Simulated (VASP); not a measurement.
Set up this calculation in VASP 6.6.1, as the native input.

- Task: relaxation of cell and atoms
- Functional: PBE0
- Potentials or basis: VASP PAW PBE potentials, release 64 (In_d)
- Cutoff: 600 eV
- k mesh: 5 × 5 × 3
- Occupations: fermi-dirac, width 0.05 eV
- Spin: no spin polarisation
- Dipole correction: no
- Grid for exact exchange (PRECFOCK): Normal
- Further INCAR settings: ALGO = Normal; EDIFF = 1e-06; IBRION = 2; EDIFFG = -0.01; NSW = 60; ISIF = 3
- Share of exact exchange: 0.25

Crystal: In.

```
In
1.0
     3.33548    0.00000    0.00000
    -1.66774    2.88861    0.00000
     0.00000    0.00000    5.50914
In
2
Direct
  0.66667 0.33333 0.75000
  0.33333 0.66667 0.25000
```

This isn't the form of In at room conditions, which is tetragonal.

The input as run:

POSCAR

```
In
1.0
    3.3354847820      0.0000000000      0.0000000000
   -1.6677423910      2.8886145552      0.0000000000
    0.0000000000      0.0000000000      5.5091429200
In
2
Direct
    0.6666666667      0.3333333333      0.7500000000
    0.3333333333      0.6666666667      0.2500000000
```

INCAR.step1

```
SYSTEM = In
PREC = Accurate ; ENCUT = 600
EDIFF = 1E-5 ; ISMEAR = -1
SIGMA = 0.05 ; LREAL = .FALSE.
LASPH = .TRUE. ; NELM = 60
ALGO = Normal ; LWAVE = .TRUE.
LCHARG = .FALSE. ; GGA = PE
NBANDS = 20
```

INCAR.step2

```
SYSTEM = In
PREC = Accurate ; ENCUT = 600
EDIFF = 1E-6 ; ISMEAR = -1
SIGMA = 0.05 ; LREAL = .FALSE.
LASPH = .TRUE. ; NELM = 60
ALGO = Normal ; ISIF = 3
LWAVE = .FALSE. ; LCHARG = .FALSE.
GGA = PE ; LHFCALC = .TRUE.
AEXX = 0.25 ; PRECFOCK = Normal
IBRION = 2 ; NSW = 60
EDIFFG = -0.01 ; ISTART = 1
```

KPOINTS

```
Automatic mesh
0
G
  5 5 3
  0 0 0
```

Potentials or basis: VASP PAW PBE potentials, release 64 (In_d).

The run is started by

```console
$ cat potpaw_PBE.64/In_d/POTCAR > POTCAR
$ cp INCAR.step1 INCAR
$ mpirun -np 1 vasp_std > vasp.out
$ cp INCAR.step2 INCAR
$ mpirun -np 1 vasp_std > vasp.out
```

Results of the run:

| Property | Result |
| --- | --- |
| Relaxed volume | 26.50 Å³/atom |
| Relaxed cell | a = 3.328 Å, b = 3.328 Å, c = 5.525 Å, α = 90.00°, β = 90.00°, γ = 120.00° |
| Space group after relaxing (to 0.1 Å) | P6_3/mmc (No. 194) |
| Energy gained by relaxing | 0.2 meV/atom |
| Ionic steps | 8 |
| Pressure after relaxing | 0.0 GPa |
| Band gap on the k mesh | zero (bands 13 and 14 overlap by 3.07 eV) |

Caveat: the k points lie up to 0.44 Å⁻¹ apart in the final cell, too coarse for converged energies and pressures of a metal; the PAW data sets were made with another functional, which shifts forces and pressure a little; spin-orbit coupling is left out, which moves the levels of the heavy elements.

It took 2.4 h on 1 thread of Oxide Virtual Turin-like Processor, on a shared host, peak memory 0.18 GiB.
